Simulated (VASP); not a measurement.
The system is Ge.

```xyz
4
Lattice="1.7854 -5.6636 0.0000 1.7854 5.6636 0.0000 0.0000 0.0000 4.7251" Properties=species:S:1:pos:R:3 pbc="T T T"
Ge    1.7854    4.5536    4.2998
Ge    1.7854   -1.1101    2.7878
Ge    1.7854   -4.5536    0.4253
Ge    1.7854    1.1101    1.9373
```

- Program: VASP 6.6.1
- Task: relaxation of cell and atoms
- Functional: PBE
- Potentials or basis: VASP PAW PBE potentials, release 64 (Ge_d)
- Cutoff: 600 eV
- k mesh: 6 × 6 × 4
- Occupations: gaussian, width 0.1 eV
- Spin: no spin polarisation

At the start: pressure 9.7 GPa; volume 23.89 Å³/atom.

Problem. How do energy, volume and symmetry change on relaxing?

Solution. Over 32 steps the energy falls by 471.1 meV/atom and the volume is 21.35 Å³/atom (-10.6 %); space group Cmce (No. 64, to 0.1 Å) before and after.

Step by step:
```
step  energy change (eV)  largest force (eV/Å)  pressure (GPa)  volume (Å³)
   1              0.0000                1.4939            9.71        95.56
   2             -0.4091                0.7722           -3.54       116.78
   3             -0.5571                0.4740           -0.33       108.23
   4             -0.6083                0.2971           -0.64       108.10
   5             -0.6613                0.1286           -1.22       107.83
   6             -0.7530                0.1190           -2.17       107.11
   7             -0.7363                0.6459           -3.43       104.94
   8             -0.7815                0.3406           -2.66       106.29
   9             -0.8179                0.3902           -2.54       104.77
  10             -0.9134                0.5315           -1.89       100.19
  11             -1.1331                0.8334            0.19        91.00
  12             -1.0683                1.0523           14.95        72.64
  13             -1.2523                1.1559            4.21        82.98
  14             -1.2634                1.2194            8.72        77.80
  15             -1.2795                1.1628            8.88        77.35
  16             -1.3048                1.0192           10.20        75.97
  17             -1.2494                0.5690           13.48        73.16
  18             -1.3002                0.9667           10.94        75.36
  19             -1.3390                0.9140           10.37        75.68
  20             -1.4461                0.7691            8.83        76.64
  21             -1.6197                0.4852            6.39        78.58
  22             -1.8036                0.0468            2.73        82.52
  23             -1.8235                0.1792            1.40        84.34
  24             -1.8363                0.1329            1.18        84.61
  25             -1.8623                0.0209            0.47        85.39
  26             -1.8610                0.2131           -0.93        86.93
  27             -1.8702                0.1132           -0.35        86.16
  28             -1.8759                0.0991           -0.24        86.01
  29             -1.8841                0.0549           -0.06        85.54
  30             -1.8842                0.0524           -0.13        85.52
  31             -1.8841                0.0508           -0.10        85.50
  32             -1.8845                0.0388            0.15        85.39
```

Final structure:
```
CELL_PARAMETERS angstrom
2.52705 -4.21622 0.00000
2.52705 4.21622 0.00000
0.00000 0.00000 4.00711
ATOMIC_POSITIONS crystal
Ge 0.14862 0.85138 0.87146
Ge 0.64862 0.35138 0.62854
Ge 0.85138 0.14862 0.12854
Ge 0.35138 0.64862 0.37146
```

Caveat: a cell axis changed by over 15 % at a fixed basis, so the end point is rough.
